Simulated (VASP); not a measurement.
# Sb2Pt (Pa-3) in VASP: single point with PBEsol

Aim: the single point of Sb2Pt with PBEsol.

Program: VASP 6.6.1. These are calculated values, not measurements. Logs are shortened: lines on timing, memory, paths and dates and some standing lists are left out, and cuts for length are marked.

### Step 1. The cell of the first run

It takes space group Pa-3 (No. 205, cubic). The conventional cell has a = 6.463 Å, b = 6.463 Å, c = 6.463 Å, α = 90.00°, β = 90.00°, γ = 90.00°. Within 3.7 Å of Sb (site symmetry 3) lie 3 Pt at 2.68 Å and 7 Sb at 2.81 to 3.61 Å. Pt (site symmetry -3) has 6 Sb at 2.68 Å within 3.5 Å.

### Step 2. Single point, PBEsol

Input file INCAR:

```
SYSTEM = Sb2Pt
ALGO = Normal
EDIFF = 1E-7
ENCUT = 520
GGA = PS
ISIF = 2
ISMEAR = 0
LASPH = .TRUE.
LCHARG = .TRUE.
LELF = .TRUE.
LREAL = .FALSE.
LVHAR = .TRUE.
LWAVE = .FALSE.
NBANDS = 52
NELM = 100
PREC = Accurate
SIGMA = 0.1
```

Input file KPOINTS:

```
k-points
0
G
  6 6 6
  0 0 0
```

Input file POSCAR:

```
Sb2Pt
1.0
    6.4629217399      0.0000000000      0.0000000000
    0.0000000000      6.4629217399      0.0000000000
    0.0000000000      0.0000000000      6.4629217399
Sb Pt
8 4
Direct
    0.3745601814      0.3745601814      0.3745601814
    0.1254398186      0.6254398186      0.8745601814
    0.8745601814      0.1254398186      0.6254398186
    0.6254398186      0.8745601814      0.1254398186
    0.6254398186      0.6254398186      0.6254398186
    0.8745601814      0.3745601814      0.1254398186
    0.1254398186      0.8745601814      0.3745601814
    0.3745601814      0.1254398186      0.8745601814
    0.0000000000      0.0000000000      0.0000000000
    0.5000000000      0.0000000000      0.5000000000
    0.5000000000      0.5000000000      0.0000000000
    0.0000000000      0.5000000000      0.5000000000
```

Potentials or basis: VASP PAW PBE potentials, release 64 (Sb, Pt).

Command:

```console
cat potpaw_PBE.64/Sb/POTCAR potpaw_PBE.64/Pt/POTCAR > POTCAR
mpirun -np 1 vasp_std > vasp.out
```

OUTCAR:

```text
SYSTEM = Sb2Pt
   EDIFF = 1E-7
   ENCUT = 520
   GGA = PS
   ISIF = 2
   ISMEAR = 0
   LASPH = .TRUE.
   LREAL = .FALSE.
   NELM = 100
   PREC = Accurate

 ion  position               nearest neighbor table
   1  0.375  0.375  0.375-  10 2.68  11 2.68  12 2.68   5 2.81   6 3.61   7 3.61   8 3.61   8 3.61
                             7 3.61   6 3.61
   2  0.125  0.625  0.875-   9 2.68  11 2.68  12 2.68   6 2.81   5 3.61   7 3.61   8 3.61   7 3.61
                             8 3.61   5 3.61
   3  0.875  0.125  0.625-   9 2.68  10 2.68  12 2.68   7 2.81   6 3.61   5 3.61   8 3.61   6 3.61
                             5 3.61   8 3.61
   4  0.625  0.875  0.125-   9 2.68  10 2.68  11 2.68   8 2.81   6 3.61   7 3.61   5 3.61   5 3.61
                             6 3.61   7 3.61
   5  0.625  0.625  0.625-  10 2.68  11 2.68  12 2.68   1 2.81   2 3.61   3 3.61   4 3.61   4 3.61
                             3 3.61   2 3.61
   6  0.875  0.375  0.125-   9 2.68  11 2.68  12 2.68   2 2.81   1 3.61   3 3.61   4 3.61   3 3.61
                             4 3.61   1 3.61
   7  0.125  0.875  0.375-   9 2.68  10 2.68  12 2.68   3 2.81   2 3.61   1 3.61   4 3.61   2 3.61
                             1 3.61   4 3.61
   8  0.375  0.125  0.875-   9 2.68  10 2.68  11 2.68   4 2.81   2 3.61   3 3.61   1 3.61   1 3.61
                             2 3.61   3 3.61
   9  0.000  0.000  0.000-   2 2.68   3 2.68   4 2.68   6 2.68   7 2.68   8 2.68
  10  0.500  0.000  0.500-   1 2.68   3 2.68   4 2.68   5 2.68   7 2.68   8 2.68
  11  0.500  0.500  0.000-   1 2.68   2 2.68   4 2.68   5 2.68   6 2.68   8 2.68
  12  0.000  0.500  0.500-   1 2.68   2 2.68   3 2.68   5 2.68   6 2.68   7 2.68

  LATTYP: Found a simple cubic cell.
 ALAT       =     6.4629217399

  Lattice vectors:

 A1 = (   6.4629217399,   0.0000000000,   0.0000000000)
 A2 = (   0.0000000000,   6.4629217399,   0.0000000000)
 A3 = (   0.0000000000,   0.0000000000,   6.4629217399)

Analysis of symmetry for initial positions (statically):
=====================================================================
 Subroutine PRICEL returns:
 Original cell was already a primitive cell.

 Routine SETGRP: Setting up the symmetry group for a
 simple cubic supercell.

 Subroutine GETGRP returns: Found 24 space group operations
 (whereof  6 operations were pure point group operations)
 out of a pool of 48 trial point group operations.

The static configuration has the point symmetry S_6 .
 The point group associated with its full space group is T_h .

Analysis of symmetry for dynamics (positions and initial velocities):
=====================================================================
 Subroutine PRICEL returns:
 Original cell was already a primitive cell.

 Routine SETGRP: Setting up the symmetry group for a
 simple cubic supercell.

 Subroutine GETGRP returns: Found 24 space group operations
 (whereof  6 operations were pure point group operations)
 out of a pool of 48 trial point group operations.

The dynamic configuration has the point symmetry S_6 .
 The point group associated with its full space group is T_h .

 Subroutine INISYM returns: Found 24 space group operations
 (whereof  6 operations are pure point group operations),
 and found     1 'primitive' translations

----------------------------------------------------------------------------------------

                                     Primitive cell

  volume of cell :     269.9521

  direct lattice vectors                    reciprocal lattice vectors
     6.462921740  0.000000000  0.000000000     0.154728781  0.000000000  0.000000000
     0.000000000  6.462921740  0.000000000     0.000000000  0.154728781  0.000000000
     0.000000000  0.000000000  6.462921740     0.000000000  0.000000000  0.154728781

  length of vectors
     6.462921740  6.462921740  6.462921740     0.154728781  0.154728781  0.154728781

  position of ions in fractional coordinates (direct lattice)
     0.374560181  0.374560181  0.374560181
     0.125439819  0.625439819  0.874560181
     0.874560181  0.125439819  0.625439819
     0.625439819  0.874560181  0.125439819
[... 25 lines left out ...]

 KPOINTS: k-points

Automatic generation of k-mesh.
 Grid dimensions read from file:
 generate k-points for:    6    6    6

 Generating k-lattice:

  Cartesian coordinates                     Fractional coordinates (reciprocal lattice)
     0.025788130  0.000000000  0.000000000     0.166666667  0.000000000  0.000000000
     0.000000000  0.025788130  0.000000000     0.000000000  0.166666667  0.000000000
     0.000000000  0.000000000  0.025788130     0.000000000  0.000000000  0.166666667

  Length of vectors
     0.025788130  0.025788130  0.025788130

  Shift w.r.t. Gamma in fractional coordinates (k-lattice)
     0.000000000  0.000000000  0.000000000

 Subroutine IBZKPT returns following result:
 ===========================================

 Found     24 irreducible k-points:

 Following reciprocal coordinates:
            Coordinates               Weight
  0.000000  0.000000  0.000000      1.000000
  0.166667  0.000000  0.000000      6.000000
  0.333333  0.000000  0.000000      6.000000
  0.500000  0.000000  0.000000      3.000000
  0.166667  0.166667  0.000000     12.000000
  0.333333  0.166667  0.000000     12.000000
[... 16 lines left out ...]
  0.500000  0.500000  0.333333      6.000000
  0.500000  0.500000  0.500000      1.000000
   k-points           NKPTS =     24   k-points in BZ     NKDIM =     24   number of bands    NBANDS=     52
   number of dos      NEDOS =    301   number of ions     NIONS =     12
   total plane-waves  NPLWV = 110592
   dimension x,y,z NGX =    48 NGY =   48 NGZ =   48
   dimension x,y,z NGXF=    96 NGYF=   96 NGZF=   96
   ions per type =               8   4
   NGX,Y,Z   is equivalent  to a cutoff of  12.35, 12.35, 12.35 a.u.
   NGXF,Y,Z  is equivalent  to a cutoff of  24.69, 24.69, 24.69 a.u.
 SYSTEM =  Sb2Pt
   PREC   = accura    normal or accurate (medium, high low for compatibility)
   ISTART =      0    job   : 0-new  1-cont  2-samecut
   ICHARG =      2    charge: 1-file 2-atom 10-const
   ISPIN  =      1    spin polarized calculation?
   LNONCOLLINEAR =      F non collinear calculations
   LSORBIT =      F    spin-orbit coupling
   LASPH  =      T    aspherical Exc in radial PAW
   ENCUT  =  520.0 eV  38.22 Ry    6.18 a.u.  12.02 12.02 12.02*2*pi/ulx,y,z
   NELM   =    100;   NELMIN=  2; NELMDL= -5     # of ELM steps
   EDIFF  = 0.1E-06   stopping-criterion for ELM
   LREAL  =      F    real-space projection
   EDIFFG = 0.1E-05   stopping-criterion for IOM
   NSW    =      0    number of steps for IOM
   IBRION =     -1    ionic relax: 0-MD 1-quasi-New 2-CG
   NFREE  =      0    steps in history (QN), initial steepest desc. (CG)
   ISIF   =      2    stress and relaxation
   ISYM   =      2    0-nonsym 1-usesym 2-fastsym
   POTIM  = 0.5000    time-step for ionic-motion
   TEBEG  =    0.0;   TEEND  =   0.0 temperature during run
   PSTRESS=    0.0 pullay stress
   NELECT =      80.0000    total number of electrons
   NUPDOWN=      -1.0000    fix difference up-down
   EMIN   =  10.00;   EMAX   =-10.00  energy-range for DOS
   EFERMI =   0.00;   METHOD = LEGACY
   ISMEAR =     0;   SIGMA  =   0.10  broadening in eV -4-tet -1-fermi 0-gaus
   EFERMI_NEDOS =   21; number of points for ismear=-14 and -15
   IALGO  =     38    algorithm
   IMIX   =      4    mixing-type and parameters
     AMIX     =   0.40;   BMIX     =  1.00
     AMIX_MAG =   1.60;   BMIX_MAG =  1.00
  volume/ion in A,a.u.               =      22.50       151.81
  Fermi-wavevector in a.u.,A,eV,Ry     =   1.091464  2.062567 16.208523  1.191293
  Thomas-Fermi vector in A             =   2.227709
   LORBIT       =      0    0 simple, 1 ext, 2 COOP (PROOUT), +10 PAW based schemes
   GGA     = PS    functional components
   LHFCALC =     F    Hartree Fock is set to
   AEXX    =    0.0000 exact exchange contribution
   IVDW    =     0    specifies the selected vdW correction
   LEPSILON=     F    determine dielectric tensor
   LRPA    =     F    only Hartree local field effects (RPA)
 non-spin polarized calculation
 Gauss-broadening in eV      SIGMA  =   0.10
  energy-cutoff  :      520.00
  volume of cell :      269.95
 maximum number of plane-waves:      7294
   NGX = 25   NGY = 25   NGZ = 25

 number of electron      79.9999993 magnetization

 Free energy of the ion-electron system (eV)
  ---------------------------------------------------
  ext. energy  EPLUGINS =         0.00000000
  ---------------------------------------------------
  free energy    TOTEN  =       -70.40653441 eV

  energy without entropy =      -70.39835144  energy(sigma->0) =      -70.40244292

 E-fermi :   9.0676     XC(G=0): -11.0541

 val. band max:        9.0599258002   @ k =   0.3333   0.3333   0.0000
 cond. band min:       9.1192303071   @ k =   0.1667   0.0000   0.0000
 fundamental gap:      0.0593045069
 Fermi energy:         9.0675663354

 k-point     1 :       0.0000    0.0000    0.0000
  band No.  band energies     occupation
      1      -3.6855      2.00000
      2      -1.4080      2.00000
      3      -1.4080      2.00000
      4      -1.4080      2.00000
      5       0.0519      2.00000
      6       0.0519      2.00000
[... 1309 lines left out ...]
     51      11.7328      0.00000
     52      11.7328      0.00000

------------------------ aborting loop because EDIFF is reached ----------------------------------------

  FORCE on cell =-STRESS in cart. coord.  units (eV):
  Direction    XX          YY          ZZ          XY          YZ          ZX
  --------------------------------------------------------------------------------------
  -------------------------------------------------------------------------------------
  Total       -0.2636629     -0.2636629     -0.2636629      0.0000000     -0.0000000     -0.0000000
  in kB       -1.5648510     -1.5648510     -1.5648510      0.0000000     -0.0000000     -0.0000000
  external PRESSURE =      -1.5648510 kB  Pullay stress =       0.0000000 kB

 VOLUME and BASIS-vectors are now :
 -----------------------------------------------------------------------------
  energy-cutoff  :      520.00
  volume of cell :      269.95
      direct lattice vectors                 reciprocal lattice vectors
     6.462921740  0.000000000  0.000000000     0.154728781  0.000000000  0.000000000
     0.000000000  6.462921740  0.000000000     0.000000000  0.154728781  0.000000000
     0.000000000  0.000000000  6.462921740     0.000000000  0.000000000  0.154728781

 POSITION                                       TOTAL-FORCE (eV/Angst)
 -----------------------------------------------------------------------------------
      2.42075      2.42075      2.42075        -0.018294     -0.018294     -0.018294
      0.81071      4.04217      5.65221         0.018294      0.018294     -0.018294
      5.65221      0.81071      4.04217        -0.018294      0.018294      0.018294
      4.04217      5.65221      0.81071         0.018294     -0.018294      0.018294
      4.04217      4.04217      4.04217         0.018294      0.018294      0.018294
      5.65221      2.42075      0.81071        -0.018294     -0.018294      0.018294
      0.81071      5.65221      2.42075         0.018294     -0.018294     -0.018294
      2.42075      0.81071      5.65221        -0.018294      0.018294     -0.018294
      0.00000      0.00000      0.00000         0.000000      0.000000      0.000000
      3.23146      0.00000      3.23146         0.000000      0.000000      0.000000
      3.23146      3.23146      0.00000         0.000000      0.000000      0.000000
      0.00000      3.23146      3.23146         0.000000      0.000000      0.000000
 -----------------------------------------------------------------------------------
    total drift:                                0.000000     -0.000000     -0.000000

  FREE ENERGIE OF THE ION-ELECTRON SYSTEM (eV)
  ---------------------------------------------------
  free  energy   TOTEN  =       -70.4065344057 eV

  energy  without entropy=      -70.3983514367  energy(sigma->0) =      -70.40244292
```

Run time: 6.6 min. Hardware: 1 thread of Intel Xeon Platinum 8259CL at 2.50GHz (Skylake/Cascade Lake), shared host; peak memory 0.5 GiB.

What came out:

- Free energy: -70.4065 eV
- Pressure: -0.2 GPa
- Largest force: 0.032 eV/Å
- Band gap on the k mesh: zero (bands 40 and 41 overlap by 0.07 eV)

Forces in eV/Å, atoms in the order of the input:
```
Sb  -0.018 -0.018 -0.018
Sb   0.018  0.018 -0.018
Sb  -0.018  0.018  0.018
Sb   0.018 -0.018  0.018
Sb   0.018  0.018  0.018
Sb  -0.018 -0.018  0.018
Sb   0.018 -0.018 -0.018
Sb  -0.018  0.018 -0.018
Pt   0.000  0.000  0.000
Pt   0.000  0.000  0.000
Pt   0.000  0.000  0.000
Pt   0.000  0.000  0.000
```

Caveat: the PAW data sets were made with another functional, which shifts forces and pressure a little; spin-orbit coupling is left out, which moves the levels of the heavy elements.
